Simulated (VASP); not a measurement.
**CaO: single point with PBE**

Crystal: CaO.

```
Ca O
1.0
    -0.01657    2.60319    2.60319
     2.60319   -0.01657    2.60319
     2.60319    2.60319   -0.01657
Ca O
1 1
Cartesian
  -0.0029 -0.0029 -0.0029
  1.3004 1.3004 1.3004
```

This cell differs from its parent crystal: epitaxial 111 strain +0.5%.

```
Program             : VASP 6.6.1
Task                : single point
Functional          : PBE
Potentials or basis : VASP PAW PBE potentials, release 64 (Ca_sv, O)
Cutoff              : 520 eV
k mesh              : 8 × 8 × 8
Occupations         : fermi-dirac, width 0.02 eV
Spin                : no spin polarisation
```

```json
{
 "Pressure": "1.4 GPa",
 "Band gap on the k mesh": "3.30 eV (least direct gap 3.90 eV)"
}
```

Stress tensor (GPa, compression positive):
```
1.40 0.23 0.23
0.23 1.40 0.23
0.23 0.23 1.40
```

Levels at points of the mesh, in eV from the valence-band top:
```csv
k point,band 5,band 6,band 7,band 8,band 9,band 10,band 11,band 12
"(0.00, 0.00, 0.00)",-14.79,-0.63,-0.63,-0.60,3.30,7.94,7.94,9.56
"(0.50, 0.00, 0.00)",-14.15,-1.00,-0.36,-0.35,6.11,7.79,7.90,8.20
"(0.50, 0.50, 0.00)",-13.96,-1.42,-0.01,0.00,4.92,6.61,8.98,9.30
"(0.50, 0.50, 0.50)",-14.16,-0.97,-0.38,-0.38,6.12,7.85,7.85,8.20
```

It took 62 s on 1 thread of Intel Xeon 8259CL, on a shared host, peak memory 0.18 GiB.

Caveat: the cell differs from its parent crystal (epitaxial 111 strain +0.5%). A k mesh can miss the band edges.
